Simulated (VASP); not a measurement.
A run of VASP 6.6.1:

INCAR

```
  ALGO = Normal
  EDIFF = 1E-6
  ENCUT = 520
  GGA = PE
  ISIF = 2
  ISMEAR = 0
  IVDW = 12
  LASPH = T
  LCHARG = F
  LREAL = F
  LWAVE = F
  NBANDS = 35
  NELM = 100
  PREC = Accurate
  SIGMA = 0.05
```

File KPOINTS:

```
k-points
0
Gamma
  12 12 4
```

POSCAR

```
SnO2
1.0
    3.0832250872      0.0000000000      0.0000000000
   -1.5416125436      2.6701512511      0.0000000000
    0.0000000000      0.0000000000     10.5363050906
Sn O
2 4
Direct
    0.0000000000      0.0000000000      0.5000000000
    0.0000000000      0.0000000000      0.0000000000
    0.6666666667      0.3333333333      0.4017901367
    0.6666666667      0.3333333333      0.0982098633
    0.3333333333      0.6666666667      0.5982098633
    0.3333333333      0.6666666667      0.9017901367
```

Potentials or basis: VASP PAW PBE potentials, release 64 (Sn_d, O).

Run with:

```sh
$ cat potpaw_PBE.64/Sn_d/POTCAR potpaw_PBE.64/O/POTCAR > POTCAR
$ mpirun -np 1 vasp_std > vasp.out
```

Hardware: 1 thread of Intel(R) Xeon(R) 6975P-C (Granite Rapids) (shared host).

Task: Estimate the wall time of this run.

Result: It took 99 s on 1 thread of Intel(R) Xeon(R) 6975P-C (Granite Rapids), on a shared host, peak memory 0.29 GiB. Counts: scf iterations 13, k points 57.
